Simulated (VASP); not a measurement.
# Sn3Ge2 (I4/mmm) in VASP: notebook

The runs below take Sn3Ge2 through single point, with PBE.

Program: VASP 6.6.1. These are calculated values, not measurements. Logs are shortened: lines on timing, memory, paths and dates and some standing lists are left out, and cuts for length are marked.

### 1 The cell of the first run

Symmetry: I4/mmm, No. 139, tetragonal system. The conventional cell has a = 3.263 Å, b = 3.263 Å, c = 23.070 Å, α = 90.00°, β = 90.00°, γ = 90.00°. Within 4.3 Å of Sn (site symmetry 4mm) lie 4 Ge at 3.26 Å and 8 Sn at 3.26 Å. Sn (site symmetry 4/mmm) has 8 Ge at 3.26 Å and 4 Sn at 3.26 Å within 4.3 Å. Ge (site symmetry 4mm) has 8 Sn at 3.26 Å and 4 Ge at 3.26 Å within 4.3 Å.

### 2 Single point, PBE

INCAR reads:

```
SYSTEM = Sn3Ge2
PREC     = Accurate       ! precision mode
ENCUT    = 520            ! plane-wave cutoff, eV
EDIFF    = 1E-6           ! SCF threshold, eV
ISMEAR   = 0              ! smearing method
SIGMA    = 0.1            ! smearing width, eV
LREAL    = .False.        ! projectors in reciprocal space
LASPH    = .True.         ! aspherical terms in the spheres
NELM     = 100            ! most SCF steps
ALGO     = Fast           ! electronic algorithm
ISIF     = 2              ! what is computed and relaxed
LWAVE    = .False.        ! write WAVECAR
LCHARG   = .False.        ! write CHGCAR
GGA      = PE             ! functional
NBANDS   = 43             ! bands
```

KPOINTS reads:

```
Automatic mesh
0
Gamma
  8 8 8
  0 0 0
```

POSCAR reads:

```
Sn3Ge2
1.0
   -1.6312914200      1.6312914200     11.5349722300
    1.6312914200     -1.6312914200     11.5349722300
    1.6312914200      1.6312914200    -11.5349722300
Sn Ge
3 2
Direct
    0.8000000000      0.8000000000      0.0000000000
    0.0000000000      0.0000000000      0.0000000000
    0.2000000000      0.2000000000      0.0000000000
    0.4000000000      0.4000000000      0.0000000000
    0.6000000000      0.6000000000      0.0000000000
```

Potentials or basis: VASP PAW PBE potentials, release 64 (Sn_d, Ge_d).

Started as:

```bash
cat potpaw_PBE.64/Sn_d/POTCAR potpaw_PBE.64/Ge_d/POTCAR > POTCAR
mpirun -np 1 vasp_std > vasp.out
```

OUTCAR:

```text
SYSTEM = Sn3Ge2
   PREC = Accurate
   ENCUT = 520
   EDIFF = 1E-6
   ISMEAR = 0
   LREAL = .False.
   LASPH = .True.
   NELM = 100
   ISIF = 2
   GGA = PE

 ion  position               nearest neighbor table
   1  0.800  0.800  0.000-   3 3.26   3 3.26   3 3.26   3 3.26   4 3.26   4 3.26   4 3.26   4 3.26

   2  0.000  0.000  0.000-   5 3.26   5 3.26   5 3.26   4 3.26   5 3.26   4 3.26   4 3.26   4 3.26

   3  0.200  0.200  0.000-   1 3.26   1 3.26   1 3.26   1 3.26   5 3.26   5 3.26   5 3.26   5 3.26

   4  0.400  0.400  0.000-   2 3.26   2 3.26   2 3.26   1 3.26   2 3.26   1 3.26   1 3.26   1 3.26

   5  0.600  0.600  0.000-   3 3.26   3 3.26   3 3.26   2 3.26   3 3.26   2 3.26   2 3.26   2 3.26

  LATTYP: Found a body centered tetragonal cell.
 ALAT       =     3.2625828400
 C/A-ratio  =     7.0710677985

  Lattice vectors:

 A1 = (  -1.6312914200,   1.6312914200,  11.5349722300)
 A2 = (   1.6312914200,  -1.6312914200,  11.5349722300)
 A3 = (   1.6312914200,   1.6312914200, -11.5349722300)

Analysis of symmetry for initial positions (statically):
=====================================================================
 Subroutine PRICEL returns:
 Original cell was already a primitive cell.

 Routine SETGRP: Setting up the symmetry group for a
 body centered tetragonal supercell.

 Subroutine GETGRP returns: Found 16 space group operations
 (whereof 16 operations were pure point group operations)
 out of a pool of 16 trial point group operations.

The static configuration has the point symmetry D_4h.

Analysis of symmetry for dynamics (positions and initial velocities):
=====================================================================
 Subroutine PRICEL returns:
 Original cell was already a primitive cell.

 Routine SETGRP: Setting up the symmetry group for a
 body centered tetragonal supercell.

 Subroutine GETGRP returns: Found 16 space group operations
 (whereof 16 operations were pure point group operations)
 out of a pool of 16 trial point group operations.

The dynamic configuration has the point symmetry D_4h.

 Subroutine INISYM returns: Found 16 space group operations
 (whereof 16 operations are pure point group operations),
 and found     1 'primitive' translations

----------------------------------------------------------------------------------------

                                     Primitive cell

  volume of cell :     122.7834

  direct lattice vectors                    reciprocal lattice vectors
    -1.631291420  1.631291420 11.534972230     0.000000000  0.306505627  0.043346442
     1.631291420 -1.631291420 11.534972230     0.306505627  0.000000000  0.043346442
     1.631291420  1.631291420-11.534972230     0.306505627  0.306505627  0.000000000

  length of vectors
    11.763409699 11.763409699 11.763409699     0.309555510  0.309555510  0.433464415

  position of ions in fractional coordinates (direct lattice)
     0.800000000  0.800000000  0.000000000
     0.000000000  0.000000000  0.000000000
     0.200000000  0.200000000  0.000000000
     0.400000000  0.400000000  0.000000000
     0.600000000  0.600000000  0.000000000

  ion indices of the primitive-cell ions
   primitive index   ion index
                 1           1
                 2           2
                 3           3
                 4           4
                 5           5

----------------------------------------------------------------------------------------

 KPOINTS: Automatic mesh

Automatic generation of k-mesh.
 Grid dimensions read from file:
 generate k-points for:    8    8    8

 Generating k-lattice:

  Cartesian coordinates                     Fractional coordinates (reciprocal lattice)
     0.000000000  0.038313203  0.005418305     0.125000000  0.000000000  0.000000000
     0.038313203  0.000000000  0.005418305     0.000000000  0.125000000  0.000000000
     0.038313203  0.038313203  0.000000000     0.000000000  0.000000000  0.125000000

  Length of vectors
     0.038694439  0.038694439  0.054183052

  Shift w.r.t. Gamma in fractional coordinates (k-lattice)
     0.000000000  0.000000000  0.000000000

 Subroutine IBZKPT returns following result:
 ===========================================

 Found     59 irreducible k-points:

 Following reciprocal coordinates:
            Coordinates               Weight
  0.000000  0.000000  0.000000      1.000000
  0.125000 -0.000000  0.000000      8.000000
  0.250000 -0.000000  0.000000      8.000000
  0.375000  0.000000  0.000000      8.000000
  0.500000 -0.000000  0.000000      4.000000
  0.125000  0.125000  0.000000      8.000000
[... 16 lines left out ...]
  0.250000  0.125000  0.125000     16.000000
  0.375000  0.125000  0.125000      8.000000
 [... further k-points ...]
   k-points           NKPTS =     59   k-points in BZ     NKDIM =     59   number of bands    NBANDS=     43
   number of dos      NEDOS =    301   number of ions     NIONS =      5
   total plane-waves  NPLWV = 729000
   dimension x,y,z NGX =    90 NGY =   90 NGZ =   90
   dimension x,y,z NGXF=   180 NGYF=  180 NGZF=  180
   ions per type =               3   2
   NGX,Y,Z   is equivalent  to a cutoff of  12.72, 12.72, 12.72 a.u.
   NGXF,Y,Z  is equivalent  to a cutoff of  25.44, 25.44, 25.44 a.u.
 SYSTEM =  Sn3Ge2
   PREC   = accura    normal or accurate (medium, high low for compatibility)
   ISTART =      0    job   : 0-new  1-cont  2-samecut
   ICHARG =      2    charge: 1-file 2-atom 10-const
   ISPIN  =      1    spin polarized calculation?
   LNONCOLLINEAR =      F non collinear calculations
   LSORBIT =      F    spin-orbit coupling
   LASPH  =      T    aspherical Exc in radial PAW
   ENCUT  =  520.0 eV  38.22 Ry    6.18 a.u.  21.87 21.87 21.87*2*pi/ulx,y,z
   NELM   =    100;   NELMIN=  2; NELMDL= -5     # of ELM steps
   EDIFF  = 0.1E-05   stopping-criterion for ELM
   LREAL  =      F    real-space projection
   EDIFFG = 0.1E-04   stopping-criterion for IOM
   NSW    =      0    number of steps for IOM
   IBRION =     -1    ionic relax: 0-MD 1-quasi-New 2-CG
   NFREE  =      0    steps in history (QN), initial steepest desc. (CG)
   ISIF   =      2    stress and relaxation
   ISYM   =      2    0-nonsym 1-usesym 2-fastsym
   POTIM  = 0.5000    time-step for ionic-motion
   TEBEG  =    0.0;   TEEND  =   0.0 temperature during run
   PSTRESS=    0.0 pullay stress
   NELECT =      70.0000    total number of electrons
   NUPDOWN=      -1.0000    fix difference up-down
   EMIN   =  10.00;   EMAX   =-10.00  energy-range for DOS
   EFERMI =   0.00;   METHOD = LEGACY
   ISMEAR =     0;   SIGMA  =   0.10  broadening in eV -4-tet -1-fermi 0-gaus
   EFERMI_NEDOS =   21; number of points for ismear=-14 and -15
   IALGO  =     68    algorithm
   IMIX   =      4    mixing-type and parameters
     AMIX     =   0.40;   BMIX     =  1.00
     AMIX_MAG =   1.60;   BMIX_MAG =  1.00
  volume/ion in A,a.u.               =      24.56       165.72
  Fermi-wavevector in a.u.,A,eV,Ry     =   1.357462  2.565231 25.071491  1.842703
  Thomas-Fermi vector in A             =   2.484378
   LORBIT       =      0    0 simple, 1 ext, 2 COOP (PROOUT), +10 PAW based schemes
   GGA     = PE    functional components
   LHFCALC =     F    Hartree Fock is set to
   AEXX    =    0.0000 exact exchange contribution
   IVDW    =     0    specifies the selected vdW correction
   LEPSILON=     F    determine dielectric tensor
   LRPA    =     F    only Hartree local field effects (RPA)
 non-spin polarized calculation
 RMM-DIIS sequential band-by-band and
 Gauss-broadening in eV      SIGMA  =   0.10
  energy-cutoff  :      520.00
  volume of cell :      122.78
 maximum number of plane-waves:      3348
 NGX is ok and might be reduce to    90
   NGX = 43   NGY = 43   NGZ = 43

 number of electron      70.0000005 magnetization

 Free energy of the ion-electron system (eV)
  ---------------------------------------------------
  ext. energy  EPLUGINS =         0.00000000
  ---------------------------------------------------
  free energy    TOTEN  =       -19.56267192 eV

  energy without entropy =      -19.55306727  energy(sigma->0) =      -19.55786959

 E-fermi :   7.4215     XC(G=0): -10.5309

 val. band max:        7.4166119226   @ k =  -0.1250   0.5000   0.1250
 cond. band min:       7.4449916183   @ k =  -0.2500   0.1250  -0.0000
 fundamental gap:      0.0283796957
 Fermi energy:         7.4214990435

 k-point     1 :       0.0000    0.0000    0.0000
  band No.  band energies     occupation
      1     -17.3930      2.00000
      2     -17.3929      2.00000
      3     -17.3739      2.00000
      4     -17.3732      2.00000
      5     -17.3594      2.00000
      6     -17.3594      2.00000
[... 35 lines left out ...]
     42      12.7007      0.00000
     43      13.3632      0.00000

 k-point     2 :       0.1250   -0.0000    0.0000
  band No.  band energies     occupation
      1     -17.3890      2.00000
      2     -17.3890      2.00000
      3     -17.3719      2.00000
      4     -17.3712      2.00000
      5     -17.3614      2.00000
      6     -17.3613      2.00000
[... 35 lines left out ...]
     42      13.2025      0.00000
     43      13.6556      0.00000

 k-point     3 :       0.2500   -0.0000    0.0000
  band No.  band energies     occupation
      1     -17.3829      2.00000
      2     -17.3827      2.00000
      3     -17.3664      2.00000
      4     -17.3662      2.00000
      5     -17.3637      2.00000
      6     -17.3632      2.00000
[... 35 lines left out ...]
     42      12.8303      0.00000
     43      13.5818      0.00000

 k-point     4 :       0.3750    0.0000    0.0000
  band No.  band energies     occupation
      1     -17.3801      2.00000
      2     -17.3799      2.00000
      3     -17.3715      2.00000
      4     -17.3710      2.00000
      5     -17.3619      2.00000
      6     -17.3617      2.00000
[... 863 lines left out ...]
     42      11.3586      0.00000
     43      11.6580      0.00000

 k-point    23 :       0.2500    0.1250    0.1250
  band No.  band energies     occupation
      1     -17.3705      2.00000
      2     -17.3705      2.00000
      3     -17.3689      2.00000
      4     -17.3688      2.00000
      5     -17.3651      2.00000
      6     -17.3651      2.00000
[... 35 lines left out ...]
     42      10.5627      0.00000
     43      11.1115      0.00000

 k-point    24 :       0.3750    0.1250    0.1250
  band No.  band energies     occupation
      1     -17.3726      2.00000
      2     -17.3725      2.00000
      3     -17.3708      2.00000
      4     -17.3707      2.00000
      5     -17.3650      2.00000
      6     -17.3649      2.00000
[... 35 lines left out ...]
     42       9.8114      0.00000
     43      10.9428      0.00000

 [... further k-points ...]
[... 5 lines left out ...]
  --------------------------------------------------------------------------------------
  -------------------------------------------------------------------------------------
  Total        0.3676865      0.3676865      0.0615129      0.0000000      0.0000000     -0.0000000
  in kB        4.7978721      4.7978721      0.8026701      0.0000000      0.0000000     -0.0000000
  external PRESSURE =       3.4661381 kB  Pullay stress =       0.0000000 kB

 VOLUME and BASIS-vectors are now :
 -----------------------------------------------------------------------------
  energy-cutoff  :      520.00
  volume of cell :      122.78
      direct lattice vectors                 reciprocal lattice vectors
    -1.631291420  1.631291420 11.534972230     0.000000000  0.306505627  0.043346442
     1.631291420 -1.631291420 11.534972230     0.306505627  0.000000000  0.043346442
     1.631291420  1.631291420-11.534972230     0.306505627  0.306505627  0.000000000

 POSITION                                       TOTAL-FORCE (eV/Angst)
 -----------------------------------------------------------------------------------
      0.00000      0.00000     18.45596        -0.000000     -0.000000      0.697015
      0.00000      0.00000      0.00000        -0.000000     -0.000000     -0.000000
      0.00000      0.00000      4.61399         0.000000      0.000000     -0.697015
      0.00000      0.00000      9.22798        -0.000000     -0.000000     -0.004791
      0.00000      0.00000     13.84197        -0.000000     -0.000000      0.004791
 -----------------------------------------------------------------------------------
    total drift:                                0.000000      0.000000      0.000000

  FREE ENERGIE OF THE ION-ELECTRON SYSTEM (eV)
  ---------------------------------------------------
  free  energy   TOTEN  =       -19.5626719224 eV

  energy  without entropy=      -19.5530672674  energy(sigma->0) =      -19.55786959
```

Wall time 57 min (1 thread of AMD EPYC 9R45 (Zen 5), shared host); peak memory 1.4 GiB.

Results:

```
Free energy            : -19.5627 eV
Pressure               : 0.3 GPa
Largest force          : 0.697 eV/Å
Band gap on the k mesh : zero (bands 35 and 36 overlap by 4.56 eV)
```

Forces in eV/Å, atoms in the order of the input:
```
Sn   0.000  0.000  0.697
Sn   0.000  0.000  0.000
Sn   0.000  0.000 -0.697
Ge   0.000  0.000 -0.005
Ge   0.000  0.000  0.005
```

Stress tensor (GPa, compression positive):
```
0.48 0.00 0.00
0.00 0.48 0.00
0.00 0.00 0.08
```

Levels at points of the mesh, in eV from the Fermi level:
| k point | band 31 | band 32 | band 33 | band 34 | band 35 | band 36 | band 37 | band 38 | band 39 | band 40 |
| --- | --- | --- | --- | --- | --- | --- | --- | --- | --- | --- |
| (0.00, 0.00, 0.00) | -1.57 | -1.38 | 2.35 | 2.35 | 2.43 | 2.43 | 4.40 | 4.46 | 4.46 | 4.47 |
| (0.50, 0.00, 0.00) | -4.80 | -3.89 | -3.73 | -1.85 | -1.56 | 1.04 | 1.18 | 3.93 | 4.13 | 4.65 |
| (0.50, 0.50, 0.00) | -3.76 | -3.53 | -3.35 | -2.56 | -2.44 | -1.08 | -0.95 | -0.20 | 0.06 | 0.82 |
| (0.50, 0.50, 0.50) | -3.75 | 1.47 | 1.75 | 2.09 | 2.09 | 3.04 | 3.04 | 3.61 | 3.61 | 5.55 |

Caveat: spin-orbit coupling is left out, which moves the levels of the heavy elements.

### 3 Single point, PBE

This run uses another cell than the first one, of 24.73 Å³/atom.

INCAR reads:

```
PREC     = Accurate       # precision mode
ENCUT    = 520            # plane-wave cutoff, eV
EDIFF    = 1E-6           # SCF threshold, eV
ISMEAR   = 0              # smearing method
SIGMA    = 0.1            # smearing width, eV
LREAL    = False          # projectors in reciprocal space
LASPH    = True           # aspherical terms in the spheres
NELM     = 60             # most SCF steps
ALGO     = Fast           # electronic algorithm
ISIF     = 2              # what is computed and relaxed
LWAVE    = False          # write WAVECAR
LCHARG   = True           # write CHGCAR
GGA      = PE             # functional
LELF     = True           # ELF
LVHAR    = True         
NBANDS   = 43             # bands
```

KPOINTS reads:

```
regular mesh
0
Gamma
  8 8 8
```

POSCAR reads:

```
Sn3Ge2
1.0
   -1.6425581992      1.6425581992     11.4593087804
    1.6425581992     -1.6425581992     11.4593087804
    1.6425581992      1.6425581992    -11.4593087804
Sn Ge
3 2
Direct
    0.8083696291      0.8083696291      0.0000000000
    0.0000000000      0.0000000000      0.0000000000
    0.1916303709      0.1916303709      0.0000000000
    0.4019048413      0.4019048413      0.0000000000
    0.5980951587      0.5980951587      0.0000000000
```

Potentials or basis: VASP PAW PBE potentials, release 64 (Sn_d, Ge_d).

Started as:

```bash
cat potpaw_PBE.64/Sn_d/POTCAR potpaw_PBE.64/Ge_d/POTCAR > POTCAR
mpirun -np 1 vasp_std > vasp.out
```

It took 45 min on 1 thread of AMD EPYC 9R45 (Zen 5), shared host; peak memory 1.4 GiB.

Results (log left out):

```
Free energy            : -19.6724 eV
Pressure               : -0.1 GPa
Largest force          : 0.023 eV/Å
Band gap on the k mesh : zero (bands 35 and 36 overlap by 4.24 eV)
```

Forces on the atoms (eV/Å):
```
Sn   0.000  0.000 -0.023
Sn   0.000  0.000  0.000
Sn   0.000  0.000  0.023
Ge   0.000  0.000 -0.015
Ge   0.000  0.000  0.015
```

Stress tensor (GPa, compression positive):
```
 0.05  0.00  0.00
 0.00  0.05  0.00
 0.00  0.00 -0.25
```

Levels at points of the mesh, in eV from the Fermi level:
| k point | band 32 | band 33 | band 34 | band 35 | band 36 | band 37 | band 38 | band 39 |
| --- | --- | --- | --- | --- | --- | --- | --- | --- |
| (0.00, 0.00, 0.00) | -1.34 | 1.94 | 1.94 | 2.27 | 2.27 | 3.97 | 4.50 | 4.86 |
| (0.50, 0.00, 0.00) | -3.78 | -3.73 | -1.70 | -1.60 | 1.06 | 1.36 | 4.07 | 4.19 |
| (0.50, 0.50, 0.00) | -3.64 | -3.41 | -2.83 | -2.25 | -1.26 | -0.71 | -0.36 | 0.02 |
| (0.50, 0.50, 0.50) | 1.60 | 1.68 | 1.79 | 1.79 | 2.59 | 2.59 | 3.90 | 3.90 |

Caveat: spin-orbit coupling is left out, which moves the levels of the heavy elements.

The gap in the log of VASP goes by the Fermi energy; the results here count the filled bands.